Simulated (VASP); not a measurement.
# H4CO in VASP: further runs

The runs below take H4CO through single point, relaxation of the atoms, with PBE+D3(BJ).

All numbers are computed with VASP 6.6.1; they aren't measurements. Logs are shortened: lines on timing, memory, paths and dates and some standing lists are left out, and cuts for length are marked.

### 1 The cell of the first run

The cell holds a disordered packing, 36 atoms: a = 7.380 Å, b = 7.380 Å, c = 7.380 Å, α = 90.00°, β = 90.00°, γ = 90.00°.

### 2 Single point, PBE+D3(BJ)

INCAR reads:

```
PREC = Accurate ; ENCUT = 520
EDIFF = 1E-6 ; ISMEAR = -1
SIGMA = 0.02 ; LREAL = Auto
LASPH = T ; NELM = 80
ALGO = Normal ; ISIF = 2
LWAVE = F ; LCHARG = T
GGA = PE ; IVDW = 12
LELF = T ; LVHAR = T
NBANDS = 66
```

KPOINTS reads:

```
Automatic mesh
0
Gamma
  1 1 1
```

POSCAR reads:

```
H4CO
1.0
    7.3803230000      0.0000000000      0.0000000000
    0.0000000000      7.3803230000      0.0000000000
    0.0000000000      0.0000000000      7.3803230000
C O H
6 6 24
Direct
    0.4006735207      0.9114370740      0.5140967408
    0.0846710910      0.8340420873      1.0850202627
    0.8153979169      0.2568722263      0.7379080834
    0.8161024931      0.4531779978      0.1731360538
    0.3298907107      0.2295969973      0.9498906755
    0.3771786140      0.4234232025      0.5002626579
    0.5654766058      0.8372126803      0.5695550181
    0.2384719476      0.7243178923      1.1433103944
    0.7373390026      0.1390318554      0.5950146084
    0.7655491501      0.2662485097      0.1871733798
    0.4141417659      0.1464976533      1.0995724713
    0.2037173712      0.4837999638      0.4671204770
    0.4050229238      1.0392499082      0.4193176911
    0.6452834110      0.9373844478      0.6124257705
    0.3323838266      0.8004392220      0.4434358767
    0.2966672326      0.9365985743      0.6266392406
    0.0236304021      0.7350762290      0.9831141537
    0.3244979928      0.8000462852      1.2028199850
   -0.0100266614      0.8839315027      1.1995680948
    0.1432457631      0.9378857809      1.0082214559
    0.7095895396      0.3166257087      0.8385134363
    0.7415935590      0.2004383819      0.4698439350
    0.8900965446      0.1545460815      0.8121866753
    0.9247562742      0.3469360352      0.6907827747
    0.9457174164      0.4570260678      0.2422658195
    0.6403513776      0.2323340049      0.1457524285
    0.8571576068      0.4916045002      0.0339416039
    0.7306048800      0.5620214725      0.2381874072
    0.3781406315      0.1345740559      0.8387708776
    0.3468005398      0.1899510360      1.2015598775
    0.1794501406      0.2315345819      0.9545652677
    0.3875033654      0.3625586577      0.9199868353
    0.4154696210      0.2947838462      0.4261873091
    0.2162235989      0.5453826343      0.3541985900
    0.4830953876      0.5213050974      0.4557930595
    0.4035595732      0.4002941335      0.6403920262
```

Potentials or basis: VASP PAW PBE potentials, release 64 (C, O, H).

On the command line:

```
cat potpaw_PBE.64/C/POTCAR potpaw_PBE.64/O/POTCAR potpaw_PBE.64/H/POTCAR > POTCAR
mpirun -np 1 vasp_gam > vasp.out
```

OUTCAR:

```text
PREC = Accurate
   ENCUT = 520
   EDIFF = 1E-6
   ISMEAR = -1
   LREAL = Auto
   LASPH = T
   NELM = 80
   ISIF = 2
   GGA = PE
   IVDW = 12
 IVDW          = 12

 ion  position               nearest neighbor table
   1  0.401  0.911  0.514-  15 1.09  16 1.15  13 1.17   7 1.40
   2  0.085  0.834  0.085-  20 1.05  17 1.14  19 1.16   8 1.46
   3  0.815  0.257  0.738-  23 1.08  24 1.10  21 1.16   9 1.48
   4  0.816  0.453  0.173-  25 1.08  27 1.11  28 1.13  10 1.43
   5  0.330  0.230  0.950-  32 1.09  31 1.11  29 1.14  11 1.41
   6  0.377  0.423  0.500-  36 1.07  35 1.11  33 1.13  12 1.38
   7  0.565  0.837  0.570-  14 1.00   1 1.40
   8  0.238  0.724  0.143-  18 0.95   2 1.46
   9  0.737  0.139  0.595-  22 1.03   3 1.48
  10  0.766  0.266  0.187-  26 1.00   4 1.43
  11  0.414  0.146  0.100-  30 0.96   5 1.41
  12  0.204  0.484  0.467-  34 0.95   6 1.38
  13  0.405  0.039  0.419-   1 1.17
  14  0.645  0.937  0.612-   7 1.00
  15  0.332  0.800  0.443-   1 1.09
  16  0.297  0.937  0.627-   1 1.15
  17  0.024  0.735  0.983-   2 1.14
  18  0.324  0.800  0.203-   8 0.95
[... 16 lines left out ...]
  35  0.483  0.521  0.456-   6 1.11
  36  0.404  0.400  0.640-   6 1.07

  LATTYP: Found a simple cubic cell.
 ALAT       =     7.3803230000

  Lattice vectors:

 A1 = (   7.3803230000,   0.0000000000,   0.0000000000)
 A2 = (   0.0000000000,   7.3803230000,   0.0000000000)
 A3 = (   0.0000000000,   0.0000000000,   7.3803230000)

Analysis of symmetry for initial positions (statically):
=====================================================================
 Subroutine PRICEL returns:
 Original cell was already a primitive cell.

 Routine SETGRP: Setting up the symmetry group for a
 simple cubic supercell.

 Subroutine GETGRP returns: Found  1 space group operations
 (whereof  1 operations were pure point group operations)
 out of a pool of 48 trial point group operations.

The static configuration has the point symmetry C_1 .

Analysis of symmetry for dynamics (positions and initial velocities):
=====================================================================
 Subroutine PRICEL returns:
 Original cell was already a primitive cell.

 Routine SETGRP: Setting up the symmetry group for a
 simple cubic supercell.

 Subroutine GETGRP returns: Found  1 space group operations
 (whereof  1 operations were pure point group operations)
 out of a pool of 48 trial point group operations.

The dynamic configuration has the point symmetry C_1 .

 Subroutine INISYM returns: Found  1 space group operations
 (whereof  1 operations are pure point group operations),
 and found     1 'primitive' translations

----------------------------------------------------------------------------------------

                                     Primitive cell

  volume of cell :     402.0001

  direct lattice vectors                    reciprocal lattice vectors
     7.380323000  0.000000000  0.000000000     0.135495425  0.000000000  0.000000000
     0.000000000  7.380323000  0.000000000     0.000000000  0.135495425  0.000000000
     0.000000000  0.000000000  7.380323000     0.000000000  0.000000000  0.135495425

  length of vectors
     7.380323000  7.380323000  7.380323000     0.135495425  0.135495425  0.135495425

  position of ions in fractional coordinates (direct lattice)
     0.400673521  0.911437074  0.514096741
     0.084671091  0.834042087  0.085020263
     0.815397917  0.256872226  0.737908083
     0.816102493  0.453177998  0.173136054
     0.329890711  0.229596997  0.949890676
     0.377178614  0.423423202  0.500262658
[... 28 lines left out ...]
     0.483095388  0.521305097  0.455793060
     0.403559573  0.400294133  0.640392026

  ion indices of the primitive-cell ions
   primitive index   ion index
                 1           1
                 2           2
                 3           3
                 4           4
                 5           5
                 6           6
[... 28 lines left out ...]
                35          35
                36          36

----------------------------------------------------------------------------------------

 KPOINTS: Automatic mesh

Automatic generation of k-mesh.
 Grid dimensions read from file:
 generate k-points for:    1    1    1

 Generating k-lattice:

  Cartesian coordinates                     Fractional coordinates (reciprocal lattice)
     0.135495425  0.000000000  0.000000000     1.000000000  0.000000000  0.000000000
     0.000000000  0.135495425  0.000000000     0.000000000  1.000000000  0.000000000
     0.000000000  0.000000000  0.135495425     0.000000000  0.000000000  1.000000000

  Length of vectors
     0.135495425  0.135495425  0.135495425

  Shift w.r.t. Gamma in fractional coordinates (k-lattice)
     0.000000000  0.000000000  0.000000000

 Subroutine IBZKPT returns following result:
 ===========================================

 Found      1 irreducible k-points:

 Following reciprocal coordinates:
            Coordinates               Weight
  0.000000  0.000000  0.000000      1.000000
   k-points           NKPTS =      1   k-points in BZ     NKDIM =      1   number of bands    NBANDS=     66
   number of dos      NEDOS =    301   number of ions     NIONS =     36
   total plane-waves  NPLWV = 175616
   dimension x,y,z NGX =    56 NGY =   56 NGZ =   56
   dimension x,y,z NGXF=   112 NGYF=  112 NGZF=  112
   ions per type =               6   6  24
   NGX,Y,Z   is equivalent  to a cutoff of  12.61, 12.61, 12.61 a.u.
   NGXF,Y,Z  is equivalent  to a cutoff of  25.23, 25.23, 25.23 a.u.
 SYSTEM =  unknown system
   PREC   = accura    normal or accurate (medium, high low for compatibility)
   ISTART =      0    job   : 0-new  1-cont  2-samecut
   ICHARG =      2    charge: 1-file 2-atom 10-const
   ISPIN  =      1    spin polarized calculation?
   LNONCOLLINEAR =      F non collinear calculations
   LSORBIT =      F    spin-orbit coupling
   LASPH  =      T    aspherical Exc in radial PAW
   ENCUT  =  520.0 eV  38.22 Ry    6.18 a.u.  13.72 13.72 13.72*2*pi/ulx,y,z
   NELM   =     80;   NELMIN=  2; NELMDL= -5     # of ELM steps
   EDIFF  = 0.1E-05   stopping-criterion for ELM
   LREAL  =      T    real-space projection
   EDIFFG = 0.1E-04   stopping-criterion for IOM
   NSW    =      0    number of steps for IOM
   IBRION =     -1    ionic relax: 0-MD 1-quasi-New 2-CG
   NFREE  =      0    steps in history (QN), initial steepest desc. (CG)
   ISIF   =      2    stress and relaxation
   ISYM   =      2    0-nonsym 1-usesym 2-fastsym
   POTIM  = 0.5000    time-step for ionic-motion
   TEBEG  =    0.0;   TEEND  =   0.0 temperature during run
   PSTRESS=    0.0 pullay stress
   NELECT =      84.0000    total number of electrons
   NUPDOWN=      -1.0000    fix difference up-down
   EMIN   =  10.00;   EMAX   =-10.00  energy-range for DOS
   EFERMI =   0.00;   METHOD = LEGACY
   ISMEAR =    -1;   SIGMA  =   0.02  broadening in eV -4-tet -1-fermi 0-gaus
   EFERMI_NEDOS =   21; number of points for ismear=-14 and -15
   IALGO  =     38    algorithm
   IMIX   =      4    mixing-type and parameters
     AMIX     =   0.40;   BMIX     =  1.00
     AMIX_MAG =   1.60;   BMIX_MAG =  1.00
  volume/ion in A,a.u.               =      11.17        75.36
  Fermi-wavevector in a.u.,A,eV,Ry     =   0.971462  1.835797 12.840345  0.943739
  Thomas-Fermi vector in A             =   2.101681
   LORBIT       =      0    0 simple, 1 ext, 2 COOP (PROOUT), +10 PAW based schemes
   GGA     = PE    functional components
   LHFCALC =     F    Hartree Fock is set to
   AEXX    =    0.0000 exact exchange contribution
   IVDW    =    12    specifies the selected vdW correction
   LEPSILON=     F    determine dielectric tensor
   LRPA    =     F    only Hartree local field effects (RPA)
 non-spin polarized calculation
  energy-cutoff  :      520.00
  volume of cell :      402.00
 maximum number of plane-waves:      5414
 NGX is ok and might be reduce to    54
   NGX = 27   NGY = 27   NGZ = 27

 number of electron      83.9999999 magnetization

 Free energy of the ion-electron system (eV)
  ---------------------------------------------------
  ext. energy  EPLUGINS =         0.00000000
  ---------------------------------------------------
  free energy    TOTEN  =      -180.93086159 eV

  energy without entropy =     -180.93086159  energy(sigma->0) =     -180.93086159

 E-fermi :  -2.3224     XC(G=0):  -6.3449

 val. band max:       -2.8457945614   @ k =   0.0000   0.0000   0.0000
 cond. band min:       1.7021253233   @ k =   0.0000   0.0000   0.0000
 fundamental gap:      4.5479198847
 Fermi energy:        -2.3223692786

 k-point     1 :       0.0000    0.0000    0.0000
  band No.  band energies     occupation
      1     -23.7755      2.00000
      2     -23.0599      2.00000
      3     -22.6596      2.00000
      4     -22.3313      2.00000
      5     -22.2228      2.00000
      6     -21.8329      2.00000
[... 46 lines left out ...]
     53       4.8111      0.00000
     54       4.8518      0.00000
 [bands above 54 left out]

------------------------ aborting loop because EDIFF is reached ----------------------------------------

 Edisp (eV)   -1.24613

 E8    (eV) :    -0.2705

  FORCE on cell =-STRESS in cart. coord.  units (eV):
  Direction    XX          YY          ZZ          XY          YZ          ZX
  --------------------------------------------------------------------------------------
  -------------------------------------------------------------------------------------
  Total      -1.73606    -2.24492     0.26607     1.67981    -4.01125     5.99465
  in kB      -6.91909    -8.94715     1.06043     6.69491   -15.98688    23.89178
  external pressure =       -4.94 kB  Pullay stress =        0.00 kB

 VOLUME and BASIS-vectors are now :
 -----------------------------------------------------------------------------
  energy-cutoff  :      520.00
  volume of cell :      402.00
      direct lattice vectors                 reciprocal lattice vectors
     7.380323000  0.000000000  0.000000000     0.135495425  0.000000000  0.000000000
     0.000000000  7.380323000  0.000000000     0.000000000  0.135495425  0.000000000
     0.000000000  0.000000000  7.380323000     0.000000000  0.000000000  0.135495425

 POSITION                                       TOTAL-FORCE (eV/Angst)
 -----------------------------------------------------------------------------------
      2.95710      6.72670      3.79420        -1.453830      0.496048     -0.317597
      0.62490      6.15550      0.62748        -0.614472     -2.387453      0.399471
      6.01790      1.89580      5.44600        -0.607324     -1.168908      0.357394
      6.02310      3.34460      1.27780         0.553918      0.289349     -0.089542
      2.43470      1.69450      7.01050         0.509871     -1.228694     -2.425399
      2.78370      3.12500      3.69210         2.331115     -0.627571     -1.134743
[... 28 lines left out ...]
      3.56540      3.84740      3.36390        -0.232574     -0.004743      0.177435
      2.97840      2.95430      4.72630        -0.117342     -0.255432      1.009597
 -----------------------------------------------------------------------------------
    total drift:                               -0.006413     -0.007748     -0.008597

  FREE ENERGIE OF THE ION-ELECTRON SYSTEM (eV)
  ---------------------------------------------------
  free  energy   TOTEN  =      -182.1769953040 eV

  energy  without entropy=     -182.1769953040  energy(sigma->0) =     -182.17699530
```

Run time: 62 s. Hardware: 1 thread of Intel Xeon Platinum 8259CL at 2.50GHz (Skylake/Cascade Lake), shared host; peak memory 0.39 GiB.

What came out:

- Free energy: -182.1770 eV
- Pressure: -0.5 GPa
- Largest force: 2.766 eV/Å
- Band gap on the k mesh: 4.55 eV
- Dispersion energy per atom: -0.035 eV

Forces in eV/Å, atoms in the order of the input:
```
C   -1.454  0.496 -0.318
C   -0.614 -2.387  0.399
C   -0.607 -1.169  0.357
C    0.554  0.289 -0.090
C    0.510 -1.229 -2.425
C    2.331 -0.628 -1.135
O    0.400  0.170  0.278
O   -0.876 -0.859  0.144
O    0.419  2.345 -1.023
O   -0.830 -0.273  0.387
O    0.181 -0.139  0.803
O   -1.013 -0.183  0.661
H    0.239 -1.430  1.235
H   -0.238 -0.117 -0.294
H   -0.159  0.118 -0.306
H    0.953  0.319 -0.439
H   -0.328  1.127  0.992
H    0.696  0.821  0.344
H    0.911 -0.636 -1.201
H    0.212  1.724 -0.823
H    1.064 -0.366 -1.606
H    0.022 -0.677  1.432
H    0.171 -0.160  0.830
H   -0.678  0.411 -0.309
H    0.325  0.147  0.531
H    0.560  0.574  0.059
H   -0.682  0.006 -0.045
H   -0.031 -0.898 -0.427
H   -0.812  0.958  0.194
H   -0.146  0.138  1.139
H    0.460  0.049  0.144
H   -0.197  0.431  0.188
H   -0.413  0.339  0.423
H   -0.580  0.949 -1.289
H   -0.233 -0.005  0.177
H   -0.117 -0.255  1.010
```

Stress tensor (GPa, compression positive):
```
-0.69  0.67  2.39
 0.67 -0.89 -1.60
 2.39 -1.60  0.11
```

Levels at points of the mesh, in eV from the valence-band top:
```tsv
k point	band 38	band 39	band 40	band 41	band 42	band 43	band 44	band 45	band 46	band 47
(0.00, 0.00, 0.00)	-0.89	-0.79	-0.75	-0.44	0.00	4.55	5.75	5.83	6.12	6.40
```

Caveat: the k points lie up to 0.85 Å⁻¹ apart; the atoms stand as in a frame of molecular dynamics.

### 3 Single point, PBE+D3(BJ)

INCAR reads:

```
ALGO = Normal ; EDIFF = 1E-6
ENCUT = 520 ; GGA = PE
ISIF = 2 ; ISMEAR = -1
IVDW = 12 ; LASPH = T
LCHARG = T ; LELF = T
LREAL = Auto ; LVHAR = T
LWAVE = F ; NBANDS = 66
NELM = 60 ; PREC = Accurate
SIGMA = 0.02
```

KPOINTS reads:

```
k-points
0
Gamma
  1 1 1
```

POSCAR reads:

```
H4CO
1.0
    7.3803230000      0.0000000000      0.0000000000
    0.0000000000      7.3803230000      0.0000000000
    0.0000000000      0.0000000000      7.3803230000
C O H
6 6 24
Direct
    0.4629336684      0.8108317211      0.6141872110
    0.0564744931      0.8388250758      1.0294942376
    0.8738506431      0.2192857955      0.7138305464
    0.7505227075      0.4537335290      0.2021320747
    0.3225197596      0.3813383235      0.9420590400
    0.3834114035      0.3800104684      0.4775536247
    0.6425599530      0.7488832128      0.5571978354
    0.2170636705      0.8091651273      1.1293679152
    0.7517557158      0.1430967181      0.5847576048
    0.7445744583      0.2717902726      0.2485663568
    0.3576266242      0.2346916253      1.0558074491
    0.1897884415      0.4159980532      0.4830005408
    0.4912793112      0.9357585027      0.6998338691
    0.7266619632      0.8482149088      0.5821967413
    0.3768127764      0.8509654659      0.4972953081
    0.3830455659      0.7086817203      0.6926119629
    0.0028183048      0.7369596155      0.9338073686
    0.3258258480      0.8162379885      1.0608343293
   -0.0340364507      0.8732544633      1.1371318030
    0.0739940515      0.9681148102      0.9407040857
    0.8490685299      0.3641846028      0.7268245577
    0.7802910523      0.2078906303      0.4719847627
    0.8651518369      0.1572559900      0.8621980366
    1.0155246593      0.2044219474      0.6828562923
    0.8749888047      0.5230529883      0.2529699581
    0.6627623208      0.1988937341      0.1710223252
    0.7589911715      0.4697897368      0.0532632515
    0.6388473784      0.5300445523      0.2615468185
    0.2476856365      0.3304191429      0.8180400776
    0.2410192616      0.2012920031      1.0997350658
    0.2477533842      0.4957913089      1.0164053795
    0.4484898561      0.4206048976      0.8861536277
    0.4630827133      0.4505358370      0.5787822565
    0.1661851385      0.5236627177      0.4193583397
    0.4005380252      0.2267786925      0.4872550971
    0.4197106278      0.4053074642      0.3367332297
```

Potentials or basis: VASP PAW PBE potentials, release 64 (C, O, H).

On the command line:

```
cat potpaw_PBE.64/C/POTCAR potpaw_PBE.64/O/POTCAR potpaw_PBE.64/H/POTCAR > POTCAR
mpirun -np 1 vasp_gam > vasp.out
```

It took 63 s on 1 thread of Intel Xeon Platinum 8259CL at 2.50GHz (Skylake/Cascade Lake), shared host; peak memory 0.39 GiB.

It converged, with:

| Property | Result |
| --- | --- |
| Free energy | -182.2663 eV |
| Pressure | -0.1 GPa |
| Largest force | 2.956 eV/Å |
| Band gap on the k mesh | 4.63 eV |
| Dispersion energy per atom | -0.034 eV |

Forces on the atoms (eV/Å):
```
C    0.731  1.242  0.553
C    0.706  2.433 -1.523
C   -0.445 -0.534  2.302
C    0.626  1.599 -0.975
C   -1.860  0.480 -1.060
C   -1.057 -1.941 -1.268
O   -0.823 -0.438  0.190
O   -0.240 -0.951  1.003
O    0.652 -0.390  1.016
O    0.271 -1.889  0.142
O    0.817 -0.660  0.713
O    0.329 -1.501  1.407
H   -0.747 -0.831 -0.470
H   -0.284  0.221 -0.149
H    0.340 -0.066  0.097
H    0.707  0.182 -0.196
H    0.364 -0.476  0.438
H    0.718  0.092 -0.934
H   -1.251  0.044  0.268
H   -0.271 -1.167  0.824
H   -0.096  0.498  0.146
H   -0.419 -0.194 -0.588
H   -0.574  0.526 -1.992
H    0.699 -0.215 -0.643
H   -0.233 -0.706  0.131
H    0.199  0.837  0.425
H   -0.305  0.161  0.109
H   -0.308  0.222 -0.148
H   -0.083  0.688  0.755
H   -0.712 -0.723  0.750
H    0.691 -0.796 -0.842
H    1.267  0.891 -0.223
H    0.179  0.205  0.113
H   -0.143  1.556 -0.857
H   -0.142  1.259  0.394
H    0.699  0.342  0.090
```

Stress tensor (GPa, compression positive):
```
 0.30 -0.57 -1.15
-0.57  0.09 -1.56
-1.15 -1.56 -0.67
```

Levels at points of the mesh, in eV from the valence-band top:
```csv
k point,band 40,band 41,band 42,band 43,band 44,band 45
"(0.00, 0.00, 0.00)",-0.10,-0.03,0.00,4.63,5.80,6.03
```

Caveat: the k points lie up to 0.85 Å⁻¹ apart; the atoms stand as in a frame of molecular dynamics.

(Part 1 of 2 ends here.)
